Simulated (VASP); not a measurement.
## Al2O3: single point with PBE

Al2O3:

```xyz
20
Lattice="5.5892 0.0974 -0.0256 0.0974 6.1232 -0.2252 -0.0256 -0.2252 6.0878" Properties=species:S:1:pos:R:3 pbc="T T T"
Al    3.7902    5.4410    0.1764
Al    0.6920    0.0424    1.1348
Al    5.0214    2.6393    0.7005
Al    2.3743    5.5779    3.8421
Al    1.8342    2.5435    4.8342
Al    2.5494    3.3501    1.8944
Al    4.6736    1.5186    3.7390
Al    5.3437    4.6553    2.9779
O     1.4237    3.8391    3.5743
O     4.2790    2.8030    2.4947
O     2.7195    5.1983    1.9464
O     4.1628    5.0218    4.2625
O     2.8340    1.3047    4.1448
O     4.6321    0.8804    0.6601
O     3.1355    3.3237    0.0979
O     1.2522    2.2106    1.3926
O     0.1016    2.0697    5.1391
O     1.8919    5.6816    5.6168
O     5.4423    4.5910    1.1797
O     0.2597    0.1311    3.0916
```

```
Program             : VASP 6.6.1
Task                : single point
Functional          : PBE
Potentials or basis : VASP PAW PBE potentials, release 64 (Al, O)
Cutoff              : 520 eV
k mesh              : 1 × 1 × 1
Occupations         : fermi-dirac, width 0.05 eV
Spin                : no spin polarisation
```

* Pressure: -10.2 GPa
* Largest force: 2.504 eV/Å
* Band gap on the k mesh: 3.14 eV

Forces in eV/Å, atoms in the order of the input:
```
Al  -1.319 -0.217  0.036
Al   0.858  1.155  0.828
Al   0.984  0.384  0.392
Al   0.432  0.778 -0.687
Al  -0.146  0.310  1.885
Al  -1.076 -0.474 -0.600
Al  -0.372 -0.347  0.347
Al  -0.575 -1.221  0.677
O    0.636  0.118  0.374
O   -0.077  0.614  0.441
O    0.149  0.314 -0.231
O   -1.111  0.230  1.392
O    1.148 -0.938 -1.156
O   -0.016 -1.959  0.288
O    1.158  1.169 -0.149
O   -1.045 -1.170 -0.167
O    0.004  0.869 -1.759
O    1.024 -0.585 -0.019
O   -0.965  0.035 -2.310
O    0.312  0.935  0.417
```

Stress tensor (GPa, compression positive):
```
-19.86   1.89  -5.27
  1.89  -4.65  -2.94
 -5.27  -2.94  -6.10
```

Levels at points of the mesh, in eV from the valence-band top:
| k point | band 44 | band 45 | band 46 | band 47 | band 48 | band 49 | band 50 | band 51 | band 52 | band 53 |
| --- | --- | --- | --- | --- | --- | --- | --- | --- | --- | --- |
| (0.00, 0.00, 0.00) | -1.11 | -1.02 | -0.68 | -0.52 | 0.00 | 3.14 | 6.51 | 6.59 | 6.90 | 7.49 |

Wall time 19 s on 1 thread of Intel(R) Xeon(R) 6975P-C (Granite Rapids), on a shared host, peak memory 0.27 GiB.

Caveat: the k points lie up to 1.12 Å⁻¹ apart.
